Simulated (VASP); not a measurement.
The system is CsRe.

```
Cs Re
1.0
     3.51193    0.00000    0.00000
     0.00000    3.51193    0.00000
     0.00000    0.00000   11.71079
Cs Re
2 2
Direct
  0.50000 0.00000 0.27212
  0.00000 0.50000 0.72788
  0.50000 0.00000 0.97670
  0.00000 0.50000 0.02330
```

The cell was generated, and may not be a known phase.

| Item | Value |
| --- | --- |
| Program | VASP 6.6.1 |
| Task | relaxation of cell and atoms |
| Functional | PBE |
| Potentials or basis | VASP PAW PBE potentials, release 64 (Cs_sv, Re) |
| Cutoff | 600 eV |
| k mesh | 6 × 6 × 2 |
| Occupations | gaussian, width 0.1 eV |
| Spin | no spin polarisation |

At the start: pressure 0.1 GPa; volume 36.11 Å³/atom.

Task: Where does the relaxation end?

Result: Over 5 steps the energy falls by 12.6 meV/atom and the volume is 36.44 Å³/atom (+0.9 %); space group P4/nmm (No. 129, to 0.1 Å) before and after.

The path:
| step | energy change (eV) | largest force (eV/Å) | pressure (GPa) | volume (Å³) |
| --- | --- | --- | --- | --- |
| 1 | 0.0000 | 0.9550 | 0.05 | 144.44 |
| 2 | -0.0481 | 0.0646 | 0.50 | 144.68 |
| 3 | -0.0482 | 0.0174 | 0.49 | 144.67 |
| 4 | -0.0476 | 0.0432 | -0.51 | 146.99 |
| 5 | -0.0502 | 0.0282 | 0.01 | 145.74 |

Final structure:
```cif
data_structure
_symmetry_space_group_name_H-M 'P 1'
_symmetry_Int_Tables_number 1
_cell_length_a 3.5273
_cell_length_b 3.5273
_cell_length_c 11.7142
_cell_angle_alpha 90.000
_cell_angle_beta 90.000
_cell_angle_gamma 90.000
_cell_volume 145.74
loop_
_atom_site_label
_atom_site_type_symbol
_atom_site_fract_x
_atom_site_fract_y
_atom_site_fract_z
_atom_site_occupancy
Cs1 Cs 0.50000 0.00000 0.27227 1
Cs2 Cs 0.00000 0.50000 0.72773 1
Re1 Re 0.50000 0.00000 0.98065 1
Re2 Re 0.00000 0.50000 0.01935 1
```
